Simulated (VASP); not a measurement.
Wanted: the native input for a VASP 6.6.1 run.

```
Task                   : single point
Functional             : r2SCAN
Potentials or basis    : VASP PAW PBE potentials, release 64 (Ti_sv)
Cutoff                 : 520 eV
k mesh                 : 18 × 18 × 10
Occupations            : gaussian, width 0.15 eV
Spin                   : no spin polarisation
Dipole correction      : no
Further INCAR settings : ALGO = Normal; EDIFF = 1e-06; NBANDS = 19
```

The system is Ti.

```
CELL_PARAMETERS angstrom
2.86150 0.00000 0.00000
-1.43075 2.47813 0.00000
0.00000 0.00000 4.82658
ATOMIC_POSITIONS crystal
Ti 0.33333 0.66667 0.25000
Ti 0.66667 0.33333 0.75000
```

This cell differs from its parent crystal: strain -0.030 along x and y, +0.030 along z.

These files were run (other wordings do the same):

POSCAR

```
Ti
1.0
    2.8614979246      0.0000000000      0.0000000000
   -1.4307489623      2.4781298956      0.0000000000
    0.0000000000      0.0000000000      4.8265800000
Ti
2
Direct
    0.3333333333      0.6666666667      0.2500000000
    0.6666666667      0.3333333333      0.7500000000
```

INCAR.step1

```
SYSTEM = Ti
PREC = Accurate
ENCUT = 520
ISMEAR = 0
SIGMA = 0.15
LREAL = .False.
LASPH = .True.
NELM = 80
NBANDS = 19
GGA = PE
ALGO = Normal
EDIFF = 1E-4
LWAVE = .True.
LCHARG = .False.
```

INCAR.step2

```
SYSTEM = Ti
PREC = Accurate
ENCUT = 520
EDIFF = 1E-6
ISMEAR = 0
SIGMA = 0.15
LREAL = .False.
LASPH = .True.
NELM = 80
ALGO = Normal
ISIF = 2
LWAVE = .False.
LCHARG = .False.
METAGGA = R2SCAN
LMIXTAU = .True.
NBANDS = 19
ISTART = 1
```

KPOINTS

```
Automatic mesh
0
Gamma
  18 18 10
  0 0 0
```

Potentials or basis: VASP PAW PBE potentials, release 64 (Ti_sv).

Launch:

```bash
$ cat potpaw_PBE.64/Ti_sv/POTCAR > POTCAR
$ cp INCAR.step1 INCAR
$ mpirun -np 1 vasp_std > vasp.out
$ cp INCAR.step2 INCAR
$ mpirun -np 1 vasp_std > vasp.out
```

It gave:

```json
{
  "Pressure": "1.8 GPa",
  "Band gap on the k mesh": "zero (bands 12 and 13 overlap by 0.95 eV)"
}
```

Caveat: the cell differs from its parent crystal (strain -0.030 along x and y, +0.030 along z); the PAW data sets were made with another functional, which shifts forces and pressure a little.

Run time: 5.5 min on 1 thread of Intel(R) Xeon(R) 6975P-C (Granite Rapids), on a shared host, peak memory 0.24 GiB.
